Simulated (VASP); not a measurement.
# Ba (Cmmm) in VASP: a series of runs

Ba is run at these levels: LDA; tasks: single point.

Everything below comes from runs of VASP 6.6.1. Logs are shortened: lines on timing, memory, paths and dates and some standing lists are left out, and cuts for length are marked.

**1. The cell of the first run**

Symmetry: Cmmm, No. 65, orthorhombic system. Conventional cell: a = 4.106 Å, b = 7.665 Å, c = 5.985 Å, α = 90.00°, β = 90.00°, γ = 90.00°. Within 5.4 Å of Ba (site symmetry mmm) lie 6 Ba at 4.11 to 4.35 Å.

**2. Single point, LDA (strain +0.050 along x and y, +0.050 along z)**

INCAR

```
SYSTEM = Ba
PREC     = Accurate       ! precision mode
ENCUT    = 520            ! plane-wave cutoff, eV
EDIFF    = 1E-7           ! SCF threshold, eV
ISMEAR   = 0              ! smearing method
SIGMA    = 0.15           ! smearing width, eV
LREAL    = .False.        ! projectors in reciprocal space
LASPH    = .True.         ! aspherical terms in the spheres
NELM     = 80             ! most SCF steps
ALGO     = Fast           ! electronic algorithm
ISIF     = 2              ! what is computed and relaxed
LWAVE    = .False.        ! write WAVECAR
LCHARG   = .False.        ! write CHGCAR
GGA      = CA             ! functional
NBANDS   = 11             ! bands
```

KPOINTS

```
Automatic mesh
0
Gamma
  14 14 8
  0 0 0
```

POSCAR

```
Ba
1.0
    2.0527500000     -3.8325000000      0.0000000000
    2.0527500000      3.8325000000      0.0000000000
    0.0000000000      0.0000000000      5.9850000000
Ba
1
Direct
    0.0000000000      0.0000000000      0.0000000000
```

Potentials or basis: VASP PAW LDA potentials, release 64 (Ba_sv).

Launch:

```
cat potpaw_LDA.64/Ba_sv/POTCAR > POTCAR
mpirun -np 1 vasp_std > vasp.out
```

OUTCAR:

```text
SYSTEM = Ba
   PREC = Accurate
   ENCUT = 520
   EDIFF = 1E-7
   ISMEAR = 0
   LREAL = .False.
   LASPH = .True.
   NELM = 80
   ISIF = 2
   GGA = CA

 ion  position               nearest neighbor table
   1  0.000  0.000  0.000-

  LATTYP: Found a base centered orthorhombic cell.
 ALAT       =     4.1055000000
 B/A-ratio  =     1.8670076726
 C/A-ratio  =     1.4578005115

  Lattice vectors:

 A1 = (   2.0527500000,  -3.8325000000,   0.0000000000)
 A2 = (   2.0527500000,   3.8325000000,   0.0000000000)
 A3 = (   0.0000000000,   0.0000000000,   5.9850000000)

Analysis of symmetry for initial positions (statically):
=====================================================================
 Subroutine PRICEL returns:
 Original cell was already a primitive cell.

 Routine SETGRP: Setting up the symmetry group for a
 base centered orthorhombic supercell.

 Subroutine GETGRP returns: Found  8 space group operations
 (whereof  8 operations were pure point group operations)
 out of a pool of  8 trial point group operations.

The static configuration has the point symmetry D_2h.

Analysis of symmetry for dynamics (positions and initial velocities):
=====================================================================
 Subroutine PRICEL returns:
 Original cell was already a primitive cell.

 Routine SETGRP: Setting up the symmetry group for a
 base centered orthorhombic supercell.

 Subroutine GETGRP returns: Found  8 space group operations
 (whereof  8 operations were pure point group operations)
 out of a pool of  8 trial point group operations.

The dynamic configuration has the point symmetry D_2h.

 Subroutine INISYM returns: Found  8 space group operations
 (whereof  8 operations are pure point group operations),
 and found     1 'primitive' translations

----------------------------------------------------------------------------------------

                                     Primitive cell

  volume of cell :      94.1700

  direct lattice vectors                    reciprocal lattice vectors
     2.052750000 -3.832500000  0.000000000     0.243575691 -0.130463144  0.000000000
     2.052750000  3.832500000  0.000000000     0.243575691  0.130463144  0.000000000
     0.000000000  0.000000000  5.985000000     0.000000000  0.000000000  0.167084378

  length of vectors
     4.347624502  4.347624502  5.985000000     0.276314584  0.276314584  0.167084378

  position of ions in fractional coordinates (direct lattice)
     0.000000000  0.000000000  0.000000000

  ion indices of the primitive-cell ions
   primitive index   ion index
                 1           1

----------------------------------------------------------------------------------------

 KPOINTS: Automatic mesh

Automatic generation of k-mesh.
 Grid dimensions read from file:
 generate k-points for:   14   14    8

 Generating k-lattice:

  Cartesian coordinates                     Fractional coordinates (reciprocal lattice)
     0.017398264 -0.009318796  0.000000000     0.071428571 -0.000000000  0.000000000
     0.017398264  0.009318796  0.000000000    -0.000000000  0.071428571  0.000000000
     0.000000000  0.000000000  0.020885547     0.000000000  0.000000000  0.125000000

  Length of vectors
     0.019736756  0.019736756  0.020885547

  Shift w.r.t. Gamma in fractional coordinates (k-lattice)
     0.000000000  0.000000000  0.000000000

 Subroutine IBZKPT returns following result:
 ===========================================

 Found    285 irreducible k-points:

 Following reciprocal coordinates:
            Coordinates               Weight
  0.000000  0.000000  0.000000      1.000000
  0.071429 -0.000000  0.000000      4.000000
  0.142857  0.000000  0.000000      4.000000
  0.214286 -0.000000  0.000000      4.000000
  0.285714  0.000000  0.000000      4.000000
  0.357143  0.000000  0.000000      4.000000
[... 16 lines left out ...]
  0.214286  0.142857  0.000000      4.000000
  0.285714  0.142857  0.000000      4.000000
 [... further k-points ...]
   k-points           NKPTS =    285   k-points in BZ     NKDIM =    285   number of bands    NBANDS=     11
   number of dos      NEDOS =    301   number of ions     NIONS =      1
   total plane-waves  NPLWV =  49152
   dimension x,y,z NGX =    32 NGY =   32 NGZ =   48
   dimension x,y,z NGXF=    64 NGYF=   64 NGZF=   96
   ions per type =               1
   NGX,Y,Z   is equivalent  to a cutoff of  12.24, 12.24, 13.33 a.u.
   NGXF,Y,Z  is equivalent  to a cutoff of  24.47, 24.47, 26.67 a.u.
 SYSTEM =  Ba
   PREC   = accura    normal or accurate (medium, high low for compatibility)
   ISTART =      0    job   : 0-new  1-cont  2-samecut
   ICHARG =      2    charge: 1-file 2-atom 10-const
   ISPIN  =      1    spin polarized calculation?
   LNONCOLLINEAR =      F non collinear calculations
   LSORBIT =      F    spin-orbit coupling
   LASPH  =      T    aspherical Exc in radial PAW
   ENCUT  =  520.0 eV  38.22 Ry    6.18 a.u.   8.08  8.08 11.13*2*pi/ulx,y,z
   NELM   =     80;   NELMIN=  2; NELMDL= -5     # of ELM steps
   EDIFF  = 0.1E-06   stopping-criterion for ELM
   LREAL  =      F    real-space projection
   EDIFFG = 0.1E-05   stopping-criterion for IOM
   NSW    =      0    number of steps for IOM
   IBRION =     -1    ionic relax: 0-MD 1-quasi-New 2-CG
   NFREE  =      0    steps in history (QN), initial steepest desc. (CG)
   ISIF   =      2    stress and relaxation
   ISYM   =      2    0-nonsym 1-usesym 2-fastsym
   POTIM  = 0.5000    time-step for ionic-motion
   TEBEG  =    0.0;   TEEND  =   0.0 temperature during run
   PSTRESS=    0.0 pullay stress
   NELECT =      10.0000    total number of electrons
   NUPDOWN=      -1.0000    fix difference up-down
   EMIN   =  10.00;   EMAX   =-10.00  energy-range for DOS
   EFERMI =   0.00;   METHOD = LEGACY
   ISMEAR =     0;   SIGMA  =   0.15  broadening in eV -4-tet -1-fermi 0-gaus
   EFERMI_NEDOS =   21; number of points for ismear=-14 and -15
   IALGO  =     68    algorithm
   IMIX   =      4    mixing-type and parameters
     AMIX     =   0.40;   BMIX     =  1.00
     AMIX_MAG =   1.60;   BMIX_MAG =  1.00
  volume/ion in A,a.u.               =      94.17       635.49
  Fermi-wavevector in a.u.,A,eV,Ry     =   0.775242  1.464995  8.177107  0.601000
  Thomas-Fermi vector in A             =   1.877468
   LORBIT       =      0    0 simple, 1 ext, 2 COOP (PROOUT), +10 PAW based schemes
   GGA     = CA    functional components
   LHFCALC =     F    Hartree Fock is set to
   AEXX    =    0.0000 exact exchange contribution
   IVDW    =     0    specifies the selected vdW correction
   LEPSILON=     F    determine dielectric tensor
   LRPA    =     F    only Hartree local field effects (RPA)
 non-spin polarized calculation
 RMM-DIIS sequential band-by-band and
 Gauss-broadening in eV      SIGMA  =   0.15
  energy-cutoff  :      520.00
  volume of cell :       94.17
 maximum number of plane-waves:      2564
   NGX = 17   NGY = 17   NGZ = 23

 number of electron      10.0000000 magnetization

 Free energy of the ion-electron system (eV)
  ---------------------------------------------------
  ext. energy  EPLUGINS =         0.00000000
  ---------------------------------------------------
  free energy    TOTEN  =        -1.58287686 eV

  energy without entropy =       -1.54957900  energy(sigma->0) =       -1.56622793

 E-fermi :   0.2340     XC(G=0):  -6.1992

 val. band max:        0.2319303007   @ k =  -0.2143   0.2143   0.3750
 cond. band min:       0.2364548093   @ k =   0.0000   0.0000   0.1250
 fundamental gap:      0.0045245085
 Fermi energy:         0.2339562045

 k-point     1 :       0.0000    0.0000    0.0000
  band No.  band energies     occupation
      1     -29.0486      2.00000
      2     -14.3228      2.00000
      3     -13.9405      2.00000
      4     -13.8802      2.00000
      5      -2.1036      2.00000
      6       0.2477      0.89723
      7       1.5423      0.00000
      8       2.3847      0.00000
      9       2.8534      0.00000
     10       3.6122      0.00000
     11       3.8768      0.00000

 k-point     2 :       0.0714   -0.0000    0.0000
  band No.  band energies     occupation
      1     -29.0458      2.00000
      2     -14.3185      2.00000
      3     -13.9509      2.00000
      4     -13.9083      2.00000
      5      -2.0067      2.00000
      6       0.3129      0.45650
      7       1.5901      0.00000
      8       2.2710      0.00000
      9       2.5751      0.00000
     10       3.6165      0.00000
     11       4.1301      0.00000

 k-point     3 :       0.1429    0.0000    0.0000
  band No.  band energies     occupation
      1     -29.0381      2.00000
      2     -14.3063      2.00000
      3     -14.0127      2.00000
      4     -13.9529      2.00000
      5      -1.7328      2.00000
      6       0.4972      0.01307
      7       1.5607      0.00000
      8       2.1110      0.00000
      9       2.2296      0.00000
     10       3.5153      0.00000
     11       4.6365      0.00000

 k-point     4 :       0.2143   -0.0000    0.0000
  band No.  band energies     occupation
      1     -29.0268      2.00000
      2     -14.2887      2.00000
      3     -14.1329      2.00000
      4     -13.9825      2.00000
      5      -1.3314      2.00000
      6       0.7154      0.00001
      7       1.3738      0.00000
      8       1.6707      0.00000
      9       2.5967      0.00000
     10       3.3667      0.00000
     11       5.1241      0.00000
[... 239 lines left out ...]
 k-point    22 :       0.1429    0.1429    0.0000
  band No.  band energies     occupation
      1     -29.0187      2.00000
      2     -14.2765      2.00000
      3     -14.2196      2.00000
      4     -13.9929      2.00000
      5      -1.0665      2.00000
      6       0.9510      0.00000
      7       1.0940      0.00000
      8       1.4654      0.00000
      9       2.8796      0.00000
     10       3.2505      0.00000
     11       5.4384      0.00000

 k-point    23 :       0.2143    0.1429    0.0000
  band No.  band energies     occupation
      1     -29.0074      2.00000
      2     -14.3301      2.00000
      3     -14.2586      2.00000
      4     -14.0256      2.00000
      5      -0.5985      2.00000
      6       0.7772      0.00000
      7       1.1941      0.00000
      8       1.3113      0.00000
      9       3.0110      0.00000
     10       3.5282      0.00000
     11       5.8134      0.00000

 k-point    24 :       0.2857    0.1429    0.0000
  band No.  band energies     occupation
      1     -28.9980      2.00000
      2     -14.4138      2.00000
      3     -14.2435      2.00000
      4     -14.0619      2.00000
      5      -0.2068      1.99997
      6       0.7053      0.00001
      7       1.0103      0.00000
      8       1.6508      0.00000
      9       2.7688      0.00000
     10       3.9354      0.00000
     11       5.6466      0.00000

 [... further k-points ...]

------------------------ aborting loop because EDIFF is reached ----------------------------------------

  FORCE on cell =-STRESS in cart. coord.  units (eV):
  Direction    XX          YY          ZZ          XY          YZ          ZX
  --------------------------------------------------------------------------------------
  -------------------------------------------------------------------------------------
  Total        0.1832291     -0.4810937     -0.9748647     -0.0000000      0.0000000      0.0000000
  in kB        3.1174010     -8.1851727    -16.5860337     -0.0000000      0.0000000      0.0000000
  external PRESSURE =      -7.2179351 kB  Pullay stress =       0.0000000 kB

 VOLUME and BASIS-vectors are now :
 -----------------------------------------------------------------------------
  energy-cutoff  :      520.00
  volume of cell :       94.17
      direct lattice vectors                 reciprocal lattice vectors
     2.052750000 -3.832500000  0.000000000     0.243575691 -0.130463144  0.000000000
     2.052750000  3.832500000  0.000000000     0.243575691  0.130463144  0.000000000
     0.000000000  0.000000000  5.985000000     0.000000000  0.000000000  0.167084378

 POSITION                                       TOTAL-FORCE (eV/Angst)
 -----------------------------------------------------------------------------------
      0.00000      0.00000      0.00000         0.000000      0.000000      0.000000
 -----------------------------------------------------------------------------------
    total drift:                               -0.000000     -0.000000     -0.000000

  FREE ENERGIE OF THE ION-ELECTRON SYSTEM (eV)
  ---------------------------------------------------
  free  energy   TOTEN  =        -1.5828768645 eV

  energy  without entropy=       -1.5495789998  energy(sigma->0) =       -1.56622793
```

Wall time 8.7 min (1 thread of AMD EPYC, shared host); peak memory 0.37 GiB.

Results:

- Free energy: -1.5829 eV
- Pressure: -0.7 GPa
- Band gap on the k mesh: zero (band 5 reaches 0.85 eV, above the bottom of band 6 at 0.07 eV)

Stress tensor (GPa, compression positive):
```
 0.31  0.00  0.00
 0.00 -0.82  0.00
 0.00  0.00 -1.66
```

Caveat: the cell differs from its parent crystal (strain +0.050 along x and y, +0.050 along z); spin-orbit coupling is left out, which moves the levels of the heavy elements.

(Continued in part 2 of 3.)
